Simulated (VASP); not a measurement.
# Au (Pm-3m) in VASP: further runs

The runs below take Au through single point, relaxation of cell and atoms, with PBEsol.

All numbers are computed with VASP 6.6.1; they aren't measurements. Logs are shortened: lines on timing, memory, paths and dates and some standing lists are left out, and cuts for length are marked.

### Step 1. The cell of the first run

Symmetry: Pm-3m, No. 221, cubic system. The conventional cell has a = 2.695 Å, b = 2.695 Å, c = 2.695 Å, α = 90.00°, β = 90.00°, γ = 90.00°. Au (site symmetry m-3m) has 6 Au at 2.69 Å within 3.6 Å.

### Step 2. Single point, PBEsol

File INCAR:

```
SYSTEM = Au
PREC = Accurate ; ENCUT = 500
EDIFF = 1E-6 ; ISMEAR = -1
SIGMA = 0.1 ; LREAL = .False.
LASPH = .True. ; NELM = 120
ALGO = Normal ; ISIF = 2
LWAVE = .False. ; LCHARG = .False.
GGA = PS ; NBANDS = 12
GGA_COMPAT = .False.
```

File KPOINTS:

```
regular mesh
0
Gamma
  7 7 7
  0 0 0
```

File POSCAR:

```
Au
1.0
    2.6948014764      0.0000000000      0.0000000000
    0.0000000000      2.6948014764      0.0000000000
    0.0000000000      0.0000000000      2.6948014764
Au
1
Direct
    0.0000000000      0.0000000000      0.0000000000
```

Potentials or basis: VASP PAW PBE potentials, release 64 (Au).

Started as:

```
$ cat potpaw_PBE.64/Au/POTCAR > POTCAR
$ mpirun -np 1 vasp_std > vasp.out
```

OUTCAR:

```text
SYSTEM = Au
   PREC = Accurate
   ENCUT = 500
   EDIFF = 1E-6
   ISMEAR = -1
   LREAL = .False.
   LASPH = .True.
   NELM = 120
   ISIF = 2
   GGA = PS

 ion  position               nearest neighbor table
   1  0.000  0.000  0.000-

  LATTYP: Found a simple cubic cell.
 ALAT       =     2.6948014764

  Lattice vectors:

 A1 = (   2.6948014764,   0.0000000000,   0.0000000000)
 A2 = (   0.0000000000,   2.6948014764,   0.0000000000)
 A3 = (   0.0000000000,   0.0000000000,   2.6948014764)

Analysis of symmetry for initial positions (statically):
=====================================================================
 Subroutine PRICEL returns:
 Original cell was already a primitive cell.

 Routine SETGRP: Setting up the symmetry group for a
 simple cubic supercell.

 Subroutine GETGRP returns: Found 48 space group operations
 (whereof 48 operations were pure point group operations)
 out of a pool of 48 trial point group operations.

The static configuration has the point symmetry O_h .

Analysis of symmetry for dynamics (positions and initial velocities):
=====================================================================
 Subroutine PRICEL returns:
 Original cell was already a primitive cell.

 Routine SETGRP: Setting up the symmetry group for a
 simple cubic supercell.

 Subroutine GETGRP returns: Found 48 space group operations
 (whereof 48 operations were pure point group operations)
 out of a pool of 48 trial point group operations.

The dynamic configuration has the point symmetry O_h .

 Subroutine INISYM returns: Found 48 space group operations
 (whereof 48 operations are pure point group operations),
 and found     1 'primitive' translations

----------------------------------------------------------------------------------------

                                     Primitive cell

  volume of cell :      19.5695

  direct lattice vectors                    reciprocal lattice vectors
     2.694801476  0.000000000  0.000000000     0.371084849  0.000000000  0.000000000
     0.000000000  2.694801476  0.000000000     0.000000000  0.371084849  0.000000000
     0.000000000  0.000000000  2.694801476     0.000000000  0.000000000  0.371084849

  length of vectors
     2.694801476  2.694801476  2.694801476     0.371084849  0.371084849  0.371084849

  position of ions in fractional coordinates (direct lattice)
     0.000000000  0.000000000  0.000000000

  ion indices of the primitive-cell ions
   primitive index   ion index
                 1           1

----------------------------------------------------------------------------------------

 KPOINTS: regular mesh

Automatic generation of k-mesh.
 Grid dimensions read from file:
 generate k-points for:    7    7    7

 Generating k-lattice:

  Cartesian coordinates                     Fractional coordinates (reciprocal lattice)
     0.053012121  0.000000000  0.000000000     0.142857143  0.000000000  0.000000000
     0.000000000  0.053012121  0.000000000     0.000000000  0.142857143  0.000000000
     0.000000000  0.000000000  0.053012121     0.000000000  0.000000000  0.142857143

  Length of vectors
     0.053012121  0.053012121  0.053012121

  Shift w.r.t. Gamma in fractional coordinates (k-lattice)
     0.000000000  0.000000000  0.000000000

 Subroutine IBZKPT returns following result:
 ===========================================

 Found     20 irreducible k-points:

 Following reciprocal coordinates:
            Coordinates               Weight
  0.000000  0.000000  0.000000      1.000000
  0.142857  0.000000  0.000000      6.000000
  0.285714  0.000000  0.000000      6.000000
  0.428571  0.000000  0.000000      6.000000
  0.142857  0.142857  0.000000     12.000000
  0.285714  0.142857  0.000000     24.000000
[... 12 lines left out ...]
  0.428571  0.428571  0.285714     24.000000
  0.428571  0.428571  0.428571      8.000000
   k-points           NKPTS =     20   k-points in BZ     NKDIM =     20   number of bands    NBANDS=     12
   number of dos      NEDOS =    301   number of ions     NIONS =      1
   total plane-waves  NPLWV =   8000
   dimension x,y,z NGX =    20 NGY =   20 NGZ =   20
   dimension x,y,z NGXF=    40 NGYF=   40 NGZF=   40
   ions per type =               1
   NGX,Y,Z   is equivalent  to a cutoff of  12.34, 12.34, 12.34 a.u.
   NGXF,Y,Z  is equivalent  to a cutoff of  24.68, 24.68, 24.68 a.u.
 SYSTEM =  Au
   PREC   = accura    normal or accurate (medium, high low for compatibility)
   ISTART =      0    job   : 0-new  1-cont  2-samecut
   ICHARG =      2    charge: 1-file 2-atom 10-const
   ISPIN  =      1    spin polarized calculation?
   LNONCOLLINEAR =      F non collinear calculations
   LSORBIT =      F    spin-orbit coupling
   LASPH  =      T    aspherical Exc in radial PAW
   ENCUT  =  500.0 eV  36.75 Ry    6.06 a.u.   4.91  4.91  4.91*2*pi/ulx,y,z
   NELM   =    120;   NELMIN=  2; NELMDL= -5     # of ELM steps
   EDIFF  = 0.1E-05   stopping-criterion for ELM
   LREAL  =      F    real-space projection
   EDIFFG = 0.1E-04   stopping-criterion for IOM
   NSW    =      0    number of steps for IOM
   IBRION =     -1    ionic relax: 0-MD 1-quasi-New 2-CG
   NFREE  =      0    steps in history (QN), initial steepest desc. (CG)
   ISIF   =      2    stress and relaxation
   ISYM   =      2    0-nonsym 1-usesym 2-fastsym
   POTIM  = 0.5000    time-step for ionic-motion
   TEBEG  =    0.0;   TEEND  =   0.0 temperature during run
   PSTRESS=    0.0 pullay stress
   NELECT =      11.0000    total number of electrons
   NUPDOWN=      -1.0000    fix difference up-down
   EMIN   =  10.00;   EMAX   =-10.00  energy-range for DOS
   EFERMI =   0.00;   METHOD = LEGACY
   ISMEAR =    -1;   SIGMA  =   0.10  broadening in eV -4-tet -1-fermi 0-gaus
   EFERMI_NEDOS =   21; number of points for ismear=-14 and -15
   IALGO  =     38    algorithm
   IMIX   =      4    mixing-type and parameters
     AMIX     =   0.40;   BMIX     =  1.00
     AMIX_MAG =   1.60;   BMIX_MAG =  1.00
  volume/ion in A,a.u.               =      19.57       132.06
  Fermi-wavevector in a.u.,A,eV,Ry     =   1.351073  2.553159 24.836066  1.825399
  Thomas-Fermi vector in A             =   2.478525
   LORBIT       =      0    0 simple, 1 ext, 2 COOP (PROOUT), +10 PAW based schemes
   GGA     = PS    functional components
   LHFCALC =     F    Hartree Fock is set to
   AEXX    =    0.0000 exact exchange contribution
   IVDW    =     0    specifies the selected vdW correction
   LEPSILON=     F    determine dielectric tensor
   LRPA    =     F    only Hartree local field effects (RPA)
 non-spin polarized calculation
  energy-cutoff  :      500.00
  volume of cell :       19.57
 maximum number of plane-waves:       508
 NGX is ok and might be reduce to    20
   NGX =  9   NGY =  9   NGZ =  9

 number of electron      11.0000000 magnetization

 Free energy of the ion-electron system (eV)
  ---------------------------------------------------
  ext. energy  EPLUGINS =         0.00000000
  ---------------------------------------------------
  free energy    TOTEN  =        -3.63314781 eV

  energy without entropy =       -3.62214222  energy(sigma->0) =       -3.62764502

 E-fermi :   6.9494     XC(G=0): -11.9563

 val. band max:        6.8817624816   @ k =   0.4286   0.1429   0.1429
 cond. band min:       7.3078543589   @ k =   0.4286   0.2857   0.0000
 fundamental gap:      0.4260918773
 Fermi energy:         6.9493759594

 k-point     1 :       0.0000    0.0000    0.0000
  band No.  band energies     occupation
      1      -1.4420      2.00000
      2       0.8418      2.00000
      3       0.8418      2.00000
      4       5.4676      2.00000
      5       5.4676      2.00000
      6       5.4676      2.00000
      7      20.9984      0.00000
      8      20.9984      0.00000
      9      20.9984      0.00000
     10      26.0274      0.00000
     11      28.5880      0.00000
     12      28.5880      0.00000

 k-point     2 :       0.1429    0.0000    0.0000
  band No.  band energies     occupation
      1      -0.9538      2.00000
      2       0.9208      2.00000
      3       1.2793      2.00000
      4       5.1264      2.00000
      5       5.1264      2.00000
      6       5.4957      2.00000
      7      17.9473      0.00000
      8      21.8326      0.00000
      9      21.8326      0.00000
     10      27.0013      0.00000
     11      27.0661      0.00000
     12      31.2466      0.00000

 k-point     3 :       0.2857    0.0000    0.0000
  band No.  band energies     occupation
      1       0.0226      2.00000
      2       1.1040      2.00000
      3       2.8176      2.00000
      4       4.4373      2.00000
      5       4.4373      2.00000
      6       5.5594      2.00000
      7      13.7175      0.00000
      8      23.8664      0.00000
      9      23.8664      0.00000
     10      24.7496      0.00000
     11      26.8386      0.00000
     12      34.1176      0.00000
[... 226 lines left out ...]
 k-point    19 :       0.4286    0.4286    0.2857
  band No.  band energies     occupation
      1       1.4799      2.00000
      2       2.4287      2.00000
      3       2.4924      2.00000
      4       4.3255      2.00000
      5       6.2156      1.99870
      6      10.9919      0.00000
      7      14.3154      0.00000
      8      16.2714      0.00000
      9      18.4376      0.00000
     10      23.4644      0.00000
     11      25.2833      0.00000
     12      25.7923      0.00000

 k-point    20 :       0.4286    0.4286    0.4286
  band No.  band energies     occupation
      1       1.6818      2.00000
      2       1.8155      2.00000
      3       1.8155      2.00000
      4       6.2831      1.99745
      5       6.2831      1.99745
      6      12.9427      0.00000
      7      16.0065      0.00000
      8      16.0065      0.00000
      9      17.2027      0.00000
     10      21.5038      0.00000
     11      24.1235      0.00000
     12      24.1235      0.00000

------------------------ aborting loop because EDIFF is reached ----------------------------------------

  FORCE on cell =-STRESS in cart. coord.  units (eV):
  Direction    XX          YY          ZZ          XY          YZ          ZX
  --------------------------------------------------------------------------------------
  -------------------------------------------------------------------------------------
  Total       -0.0268030     -0.0268030     -0.0268030      0.0000000      0.0000000     -0.0000000
  in kB       -2.1943895     -2.1943895     -2.1943895      0.0000000      0.0000000     -0.0000000
  external PRESSURE =      -2.1943895 kB  Pullay stress =       0.0000000 kB

 VOLUME and BASIS-vectors are now :
 -----------------------------------------------------------------------------
  energy-cutoff  :      500.00
  volume of cell :       19.57
      direct lattice vectors                 reciprocal lattice vectors
     2.694801476  0.000000000  0.000000000     0.371084849  0.000000000  0.000000000
     0.000000000  2.694801476  0.000000000     0.000000000  0.371084849  0.000000000
     0.000000000  0.000000000  2.694801476     0.000000000  0.000000000  0.371084849

 POSITION                                       TOTAL-FORCE (eV/Angst)
 -----------------------------------------------------------------------------------
      0.00000      0.00000      0.00000         0.000000      0.000000      0.000000
 -----------------------------------------------------------------------------------
    total drift:                                0.000000      0.000000      0.000000

  FREE ENERGIE OF THE ION-ELECTRON SYSTEM (eV)
  ---------------------------------------------------
  free  energy   TOTEN  =        -3.6331478148 eV

  energy  without entropy=       -3.6221422224  energy(sigma->0) =       -3.62764502
```

Wall time 3.3 s (1 thread of Intel Xeon Platinum 8259CL at 2.50GHz (Skylake/Cascade Lake), shared host); peak memory 0.12 GiB.

What came out:

- Free energy: -3.6331 eV
- Pressure: -0.2 GPa

Levels at points of the mesh, in eV from the Fermi level:
| k point | band 2 | band 3 | band 4 | band 5 | band 6 | band 7 | band 8 | band 9 | band 10 | band 11 |
| --- | --- | --- | --- | --- | --- | --- | --- | --- | --- | --- |
| (0.00, 0.00, 0.00) | -6.11 | -6.11 | -1.48 | -1.48 | -1.48 | 14.05 | 14.05 | 14.05 | 19.08 | 21.64 |

Caveat: the PAW data sets were made with another functional, which shifts forces and pressure a little; spin-orbit coupling is left out, which moves the levels of the heavy elements.

### Step 3. Relaxation of cell and atoms, PBEsol

This run uses another cell than the first one, of 18.61 Å³/atom, 0.951 times its volume.

File INCAR:

```
SYSTEM = Au
PREC     = Accurate       ! precision mode
ENCUT    = 500            ! plane-wave cutoff, eV
EDIFF    = 1E-7           ! SCF threshold, eV
ISMEAR   = -1             ! smearing method
SIGMA    = 0.1            ! smearing width, eV
LREAL    = .False.        ! projectors in reciprocal space
LASPH    = .True.         ! aspherical terms in the spheres
NELM     = 120            ! most SCF steps
ALGO     = Normal         ! electronic algorithm
ISIF     = 3              ! what is computed and relaxed
LWAVE    = .False.        ! write WAVECAR
LCHARG   = .False.        ! write CHGCAR
GGA      = PS             ! functional
IBRION   = 2              ! ionic algorithm
NSW      = 60             ! ionic steps
EDIFFG   = -0.03          ! ionic threshold
GGA_COMPAT= .False.      
NELMIN   = 4
```

File KPOINTS:

```
Automatic mesh
0
Gamma
  7 7 7
  0 0 0
```

File POSCAR:

```
Au
1.0
    2.6500000000      0.0000000000      0.0000000000
    0.0000000000      2.6500000000      0.0000000000
    0.0000000000      0.0000000000      2.6500000000
Au
1
Direct
    0.0000000000      0.0000000000      0.0000000000
```

Potentials or basis: VASP PAW PBE potentials, release 64 (Au).

Started as:

```
$ cat potpaw_PBE.64/Au/POTCAR > POTCAR
$ mpirun -np 1 vasp_std > vasp.out
```

Wall time 7.4 s (1 thread of Intel Xeon Platinum 8259CL at 2.50GHz (Skylake/Cascade Lake), shared host); peak memory 0.13 GiB.

The run converged. Its results:

| Item | Value |
| --- | --- |
| Free energy | -3.6325 eV |
| Relaxed volume | 19.56 Å³/atom |
| Relaxed cell | a = 2.694 Å, b = 2.694 Å, c = 2.694 Å, α = 90.00°, β = 90.00°, γ = 90.00° |
| Space group after relaxing (to 0.05 Å) | Pm-3m (No. 221) |
| Energy gained by relaxing | 21.0 meV/atom |
| Ionic steps | 3 |
| Pressure after relaxing | -0.1 GPa |

Step by step:
| step | energy change (eV) | largest force (eV/Å) | pressure (GPa) | volume (Å³) |
| --- | --- | --- | --- | --- |
| 1 | 0.0000 | 0.0000 | 7.65 | 18.61 |
| 2 | 0.0235 | 0.0000 | -8.34 | 21.11 |
| 3 | -0.0210 | 0.0000 | -0.13 | 19.56 |

Final structure:
```yaml
crystal:
  lattice:
    - [2.69442, 0.00000, 0.00000]
    - [0.00000, 2.69442, 0.00000]
    - [0.00000, 0.00000, 2.69442]
  atoms:
    - { symbol: Au, position: [0.00000, 0.00000, 0.00000] }
```

Levels at points of the mesh, in eV from the Fermi level:
```
           k point  band 3  band 4  band 5  band 6  band 7  band 8  band 9
(0.00, 0.00, 0.00)   -6.11   -1.48   -1.48   -1.48   14.05   14.05   14.05
```

Caveat: the PAW data sets were made with another functional, which shifts forces and pressure a little; spin-orbit coupling is left out, which moves the levels of the heavy elements.
